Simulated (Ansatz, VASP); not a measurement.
## Two plane-wave programs on BaO

```
CELL_PARAMETERS angstrom
0.00000 2.78700 2.78700
2.78700 0.00000 2.78700
2.78700 2.78700 0.00000
ATOMIC_POSITIONS crystal
Ba 0.00000 0.00000 0.00000
O 0.50000 0.50000 0.50000
```

Alike in both runs: task single point; functional PBE; k mesh 8 × 8 × 8; occupations gaussian, width 0.01 eV; no spin polarisation.

```csv
,VASP,Ansatz
version,VASP 6.6.1,Ansatz 0.2.0
potentials or method,"VASP PAW PBE potentials, release 64 (Ba_sv, O_h), cutoff 1340 eV","scalar-relativistic, plane waves, PAW"
valence electrons in the cell,16,16
```

Ansatz gave:

| Property | Result |
| --- | --- |
| gap on the k mesh at the Fermi level (eV) | 2.10 |
| least direct gap on the mesh (eV) | 2.10 |
| pressure (GPa) | 0.0 |

Problem. Which values does VASP return?

Solution. gap on the k mesh at the Fermi level (eV): 2.04; least direct gap on the mesh (eV): 2.04; pressure (GPa): 1.5.

With one functional, cell and mesh, what is left measures potentials, basis and numerics.

Neither program's run includes spin-orbit coupling.
